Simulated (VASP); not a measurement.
# Ti7Ni in VASP: single point with PBEsol

Aim: the single point of Ti7Ni with PBEsol.

Program: VASP 6.6.1. These are calculated values, not measurements. Logs are shortened: lines on timing, memory, paths and dates and some standing lists are left out, and cuts for length are marked.

### 1 The cell of the first run

The typed cell holds 16 atoms: a = 6.593 Å, b = 6.302 Å, c = 6.039 Å, α = 90.02°, β = 90.30°, γ = 86.07°.

### 2 Single point, PBEsol, collinear spin, ferromagnetic start

INCAR

```
  PREC = Accurate
  ENCUT = 520
  EDIFF = 1E-6
  ISMEAR = 0
  SIGMA = 0.1
  LREAL = Auto
  LASPH = T
  NELM = 150
  ALGO = Normal
  ISIF = 2
  LWAVE = F
  LCHARG = F
  ISPIN = 2
  MAGMOM = 0 0 0 0 0 0 0 0 0 0 0 0 0 0 2 2
  LORBIT = 11
  LMAXMIX = 4
  GGA = PS
  ISYM = 0
  NBANDS = 112
```

KPOINTS

```
Automatic mesh
0
Gamma
  2 2 2
  0.5 0.5 0.5
```

POSCAR

```
Ti7Ni
1.0
    6.5888483836      0.2212249355     -0.0165249231
    0.2212249355      6.2983337274     -0.0006936605
   -0.0165249231     -0.0006936605      6.0391469964
Ti Ni
14 2
Direct
    0.9843440876      0.9623636561      1.0283124778
    0.5200653700      0.0063489365     -0.0002712728
    0.0198326042      0.5393938839      0.0304254871
   -0.0188745575     -0.0379423558      0.4690193493
    0.2261128770      0.2268236221      0.2530061436
    0.4819642590      0.4954339605      0.9977786865
    0.5189577526      1.0060114410      0.5015809904
    0.7748088538      0.2746031929      0.2463289657
    0.0165483139      0.5390532512      0.4711324072
    0.2238319868      0.2437491008      0.7497849992
    0.4808678905      0.4950703437      0.4996371978
    0.7770735299      0.2576720311      0.7496256471
    0.2507898583      0.7983462156      0.7491896305
    0.7501245475      0.7030820043      0.7502390034
    0.2916115554      0.7663969844      0.2505451536
    0.7093180226      0.7350418547      0.2489030847
```

Potentials or basis: VASP PAW PBE potentials, release 64 (Ti_sv, Ni).

Run with:

```
> cat potpaw_PBE.64/Ti_sv/POTCAR potpaw_PBE.64/Ni/POTCAR > POTCAR
> mpirun -np 1 vasp_std > vasp.out
```

OUTCAR:

```text
PREC = Accurate
   ENCUT = 520
   EDIFF = 1E-6
   ISMEAR = 0
   LREAL = Auto
   LASPH = T
   NELM = 150
   ISIF = 2
   ISPIN = 2
   LORBIT = 11
   GGA = PS
   ISYM = 0

 ion  position               nearest neighbor table
   1  0.984  0.962  0.028-  13 2.60  15 2.66   3 2.66   4 2.66   8 2.68  16 2.74   5 2.74  12 2.79
                            14 2.86
   2  0.520  0.006  1.000-  16 2.54  15 2.68  13 2.73   5 2.77  14 2.80  10 2.81  12 2.84   8 2.87

   3  0.020  0.539  0.030-  14 2.61   1 2.66   9 2.66  16 2.67   5 2.67  15 2.71   8 2.74  10 2.80
                            13 2.87
   4  0.981  0.962  0.469-  13 2.61   9 2.66   1 2.66  15 2.67   8 2.67  16 2.71   5 2.74  12 2.80
                            14 2.87
   5  0.226  0.227  0.253-   3 2.67   9 2.68   4 2.74   1 2.74   7 2.74   2 2.77  11 2.87  15 2.90
                             6 2.92
   6  0.482  0.495  0.998-  15 2.56  16 2.67  14 2.72   8 2.74  13 2.79  12 2.81  10 2.83   5 2.92

   7  0.519  0.006  0.502-  16 2.56  15 2.67  13 2.72   5 2.74  14 2.79  10 2.81  12 2.83   8 2.92

   8  0.775  0.275  0.246-   4 2.67   1 2.68   3 2.74   9 2.74   6 2.74  11 2.77   2 2.87  16 2.90
                             7 2.92
   9  0.017  0.539  0.471-  14 2.60  16 2.66   4 2.66   3 2.66   5 2.68  15 2.74   8 2.74  10 2.79
                            13 2.86
  10  0.224  0.244  0.750-   9 2.79   3 2.80  13 2.80   2 2.81   7 2.81   6 2.83  11 2.84
  11  0.481  0.495  0.500-  15 2.54  16 2.68  14 2.73   8 2.77  13 2.80  12 2.81  10 2.84   5 2.87

  12  0.777  0.258  0.750-   1 2.79   4 2.80  14 2.80  11 2.81   6 2.81   7 2.83   2 2.84
  13  0.251  0.798  0.749-   1 2.60   4 2.61   7 2.72   2 2.73   6 2.79  10 2.80  11 2.80   9 2.86
                             3 2.87
  14  0.750  0.703  0.750-   9 2.60   3 2.61   6 2.72  11 2.73   7 2.79  12 2.80   2 2.80   1 2.86
                             4 2.87
  15  0.292  0.766  0.251-  11 2.54   6 2.56   1 2.66   7 2.67   4 2.67   2 2.68   3 2.71   9 2.74
                            16 2.75   5 2.90
  16  0.709  0.735  0.249-   2 2.54   7 2.56   9 2.66   6 2.67   3 2.67  11 2.68   4 2.71   1 2.74
                            15 2.75   8 2.90

IMPORTANT INFORMATION: All symmetrisations will be switched off!
NOSYMM: (Re-)initialisation of all symmetry stuff for point group C_1.

----------------------------------------------------------------------------------------

                                     Primitive cell

  volume of cell :     250.3199

  direct lattice vectors                    reciprocal lattice vectors
     6.588848384  0.221224935 -0.016524923     0.151951831 -0.005337165  0.000415173
     0.221224935  6.298333727 -0.000693660    -0.005337165  0.158959617  0.000003654
    -0.016524923 -0.000693660  6.039146996     0.000415173  0.000003654  0.165587435

  length of vectors
     6.592581935  6.302217760  6.039169645     0.152046100  0.159049191  0.165587956

  position of ions in fractional coordinates (direct lattice)
     0.984344088  0.962363656  0.028312478
     0.520065370  0.006348936  0.999728727
     0.019832604  0.539393884  0.030425487
     0.981125443  0.962057644  0.469019349
     0.226112877  0.226823622  0.253006144
     0.481964259  0.495433961  0.997778686
[... 8 lines left out ...]
     0.291611555  0.766396984  0.250545154
     0.709318023  0.735041855  0.248903085

  ion indices of the primitive-cell ions
   primitive index   ion index
                 1           1
                 2           2
                 3           3
                 4           4
                 5           5
                 6           6
[... 8 lines left out ...]
                15          15
                16          16

----------------------------------------------------------------------------------------

 KPOINTS: Automatic mesh

Automatic generation of k-mesh.
 Grid dimensions read from file:
 generate k-points for:    2    2    2

 Generating k-lattice:

  Cartesian coordinates                     Fractional coordinates (reciprocal lattice)
     0.075975915 -0.002668582  0.000207586     0.500000000  0.000000000  0.000000000
    -0.002668582  0.079479808  0.000001827     0.000000000  0.500000000 -0.000000000
     0.000207586  0.000001827  0.082793718    -0.000000000 -0.000000000  0.500000000

  Length of vectors
     0.076023050  0.079524595  0.082793978

  Shift w.r.t. Gamma in fractional coordinates (k-lattice)
     0.500000000  0.500000000  0.500000000

 Subroutine IBZKPT returns following result:
[... 18 lines left out ...]
 SYSTEM =  unknown system
   PREC   = accura    normal or accurate (medium, high low for compatibility)
   ISTART =      0    job   : 0-new  1-cont  2-samecut
   ICHARG =      2    charge: 1-file 2-atom 10-const
   ISPIN  =      2    spin polarized calculation?
   LNONCOLLINEAR =      F non collinear calculations
   LSORBIT =      F    spin-orbit coupling
   LASPH  =      T    aspherical Exc in radial PAW
   ENCUT  =  520.0 eV  38.22 Ry    6.18 a.u.  12.26 11.72 11.23*2*pi/ulx,y,z
   NELM   =    150;   NELMIN=  2; NELMDL= -5     # of ELM steps
   EDIFF  = 0.1E-05   stopping-criterion for ELM
   LREAL  =      T    real-space projection
   EDIFFG = 0.1E-04   stopping-criterion for IOM
   NSW    =      0    number of steps for IOM
   IBRION =     -1    ionic relax: 0-MD 1-quasi-New 2-CG
   NFREE  =      0    steps in history (QN), initial steepest desc. (CG)
   ISIF   =      2    stress and relaxation
   ISYM   =      0    0-nonsym 1-usesym 2-fastsym
   POTIM  = 0.5000    time-step for ionic-motion
   TEBEG  =    0.0;   TEEND  =   0.0 temperature during run
   PSTRESS=    0.0 pullay stress
   NELECT =     188.0000    total number of electrons
   NUPDOWN=      -1.0000    fix difference up-down
   EMIN   =  10.00;   EMAX   =-10.00  energy-range for DOS
   EFERMI =   0.00;   METHOD = LEGACY
   ISMEAR =     0;   SIGMA  =   0.10  broadening in eV -4-tet -1-fermi 0-gaus
   EFERMI_NEDOS =   21; number of points for ismear=-14 and -15
   IALGO  =     38    algorithm
   IMIX   =      4    mixing-type and parameters
     AMIX     =   0.40;   BMIX     =  1.00
     AMIX_MAG =   1.60;   BMIX_MAG =  1.00
  volume/ion in A,a.u.               =      15.64       105.58
  Fermi-wavevector in a.u.,A,eV,Ry     =   1.488089  2.812081 30.128875  2.214410
  Thomas-Fermi vector in A             =   2.601168
   LORBIT       =     11    0 simple, 1 ext, 2 COOP (PROOUT), +10 PAW based schemes
   GGA     = PS    functional components
   LHFCALC =     F    Hartree Fock is set to
   AEXX    =    0.0000 exact exchange contribution
   IVDW    =     0    specifies the selected vdW correction
   LEPSILON=     F    determine dielectric tensor
   LRPA    =     F    only Hartree local field effects (RPA)
 spin polarized calculation
 Gauss-broadening in eV      SIGMA  =   0.10
  energy-cutoff  :      520.00
  volume of cell :      250.32
 maximum number of plane-waves:      6743
 NGX is ok and might be reduce to    50
   NGX = 25   NGY = 23   NGZ = 23

 number of electron     188.0000006 magnetization       0.0007177

 number of electron     188.0000006 magnetization      -0.0002697

 Free energy of the ion-electron system (eV)
  ---------------------------------------------------
  ext. energy  EPLUGINS =         0.00000000
  ---------------------------------------------------
  free energy    TOTEN  =      -129.91223573 eV

  energy without entropy =     -129.84020230  energy(sigma->0) =     -129.87621902

 E-fermi :   8.7444     XC(G=0): -12.0611

 val. band max:        8.6989510782   @ k =  -0.2500  -0.2500   0.2500
 cond. band min:       8.8039054284   @ k =   0.2500   0.2500   0.2500
 fundamental gap:      0.1049543502
 Fermi energy:         8.7444164751

 spin component 1

 k-point     1 :       0.2500    0.2500    0.2500
  band No.  band energies     occupation
      1     -47.6465      1.00000
      2     -47.6128      1.00000
      3     -47.5991      1.00000
      4     -47.5867      1.00000
      5     -47.5502      1.00000
      6     -47.5038      1.00000
[... 425 lines left out ...]
    105       9.6028      0.00000
    106       9.6768      0.00000
 Fermi energy:         8.7444164751

 spin component 2

 k-point     1 :       0.2500    0.2500    0.2500
  band No.  band energies     occupation
      1     -47.6465      1.00000
      2     -47.6128      1.00000
      3     -47.5991      1.00000
      4     -47.5867      1.00000
      5     -47.5502      1.00000
      6     -47.5038      1.00000
[... 425 lines left out ...]
    105       9.6028      0.00000
    106       9.6768      0.00000
 [bands above 106 left out]

------------------------ aborting loop because EDIFF is reached ----------------------------------------

  FORCE on cell =-STRESS in cart. coord.  units (eV):
  Direction    XX          YY          ZZ          XY          YZ          ZX
  --------------------------------------------------------------------------------------
  -------------------------------------------------------------------------------------
  Total       -0.4452403     -0.4611159     -0.4268414     -0.0805796      0.0133295      0.1339390
  in kB       -2.8497692     -2.9513814     -2.7320068     -0.5157510      0.0853159      0.8572793
  external PRESSURE =      -2.8443858 kB  Pullay stress =       0.0000000 kB

 VOLUME and BASIS-vectors are now :
 -----------------------------------------------------------------------------
  energy-cutoff  :      520.00
  volume of cell :      250.32
      direct lattice vectors                 reciprocal lattice vectors
     6.588848384  0.221224935 -0.016524923     0.151951831 -0.005337165  0.000415173
     0.221224935  6.298333727 -0.000693660    -0.005337165  0.158959617  0.000003654
    -0.016524923 -0.000693660  6.039146996     0.000415173  0.000003654  0.165587435

 POSITION                                       TOTAL-FORCE (eV/Angst)
 -----------------------------------------------------------------------------------
      6.69812      6.27903      0.15405        -0.033474      0.016591      0.016721
      3.41152      0.15435      6.02891         0.007675      0.025731     -0.000157
      0.24950      3.40165      0.18304        -0.002276     -0.018817     -0.006610
      6.66957      6.27608      2.81560         0.007906      0.010873      0.000135
      1.53582      1.47846      1.52405        -0.020520      0.007206     -0.003492
      3.26870      3.22634      6.01742        -0.014181     -0.031602     -0.008210
[... 8 lines left out ...]
      2.08679      4.89136      1.50773         0.007708      0.004662     -0.009970
      4.83209      4.78629      1.49093        -0.003090     -0.001087      0.009678
 -----------------------------------------------------------------------------------
    total drift:                               -0.033348     -0.027341     -0.007237

  FREE ENERGIE OF THE ION-ELECTRON SYSTEM (eV)
  ---------------------------------------------------
  free  energy   TOTEN  =      -129.9122357281 eV

  energy  without entropy=     -129.8402023043  energy(sigma->0) =     -129.87621902

 total charge

# of ion       s       p       d       tot
------------------------------------------
    1        2.265   6.130   1.992  10.387
    2        2.249   6.139   1.893  10.282
    3        2.264   6.131   1.989  10.384
    4        2.264   6.131   1.989  10.384
    5        2.264   6.126   1.966  10.355
    6        2.250   6.139   1.896  10.285
[... 8 lines left out ...]
   15        0.554   0.493   8.277   9.325
   16        0.554   0.493   8.277   9.325
--------------------------------------------------
tot         32.718  86.827  43.847 163.391

 magnetization (x)

# of ion       s       p       d       tot
------------------------------------------
    1        0.000   0.000   0.000   0.000
    2       -0.000  -0.000  -0.000  -0.000
    3        0.000   0.000  -0.000  -0.000
    4        0.000   0.000   0.000   0.000
    5       -0.000   0.000  -0.000  -0.000
    6        0.000   0.000  -0.000  -0.000
[... 8 lines left out ...]
   15       -0.000  -0.000  -0.000  -0.000
   16       -0.000  -0.000  -0.000  -0.000
--------------------------------------------------
tot          0.000   0.000  -0.000  -0.000
```

It took 16 min on 1 thread of Intel Xeon Platinum 8375C at 2.90GHz (Ice Lake), shared host; peak memory 0.48 GiB.

What came out:

```
Free energy                                           : -129.9122 eV
Pressure                                              : -0.3 GPa
Largest force                                         : 0.041 eV/Å
Net moment                                            : 0.00 μB per cell
Valence electrons inside the program's atomic spheres : Ti 10.39, 10.28, 10.38, 10.36, 10.29 (each value once); Ni 9.32
```

Forces on the atoms (eV/Å):
```
Ti  -0.033  0.017  0.017
Ti   0.008  0.026  0.000
Ti  -0.002 -0.019 -0.007
Ti   0.008  0.011  0.000
Ti  -0.021  0.007 -0.003
Ti  -0.014 -0.032 -0.008
Ti   0.017  0.029  0.000
Ti   0.020  0.002  0.008
Ti   0.020 -0.015 -0.007
Ti   0.014  0.001  0.000
Ti  -0.013 -0.038  0.011
Ti  -0.012  0.003 -0.004
Ti   0.036 -0.002 -0.012
Ti  -0.033  0.007  0.006
Ni   0.008  0.005 -0.010
Ni  -0.003 -0.001  0.010
```

Stress tensor (GPa, compression positive):
```
-0.28 -0.05  0.09
-0.05 -0.30  0.01
 0.09  0.01 -0.27
```

Levels at points of the mesh, in eV from the Fermi level:
Spin up:
| k point | band 90 | band 91 | band 92 | band 93 | band 94 | band 95 | band 96 | band 97 | band 98 | band 99 |
| --- | --- | --- | --- | --- | --- | --- | --- | --- | --- | --- |
| (0.25, 0.25, 0.25) | -0.32 | -0.28 | -0.25 | -0.17 | -0.08 | 0.06 | 0.17 | 0.25 | 0.38 | 0.42 |
Spin down:
| k point | band 92 | band 93 | band 94 | band 95 | band 96 | band 97 |
| --- | --- | --- | --- | --- | --- | --- |
| (0.25, 0.25, 0.25) | -0.25 | -0.17 | -0.08 | 0.06 | 0.17 | 0.25 |

Caveat: the k points lie up to 0.52 Å⁻¹ apart; the moments typed at the start vanished in this run; the PAW data sets were made with another functional, which shifts forces and pressure a little.
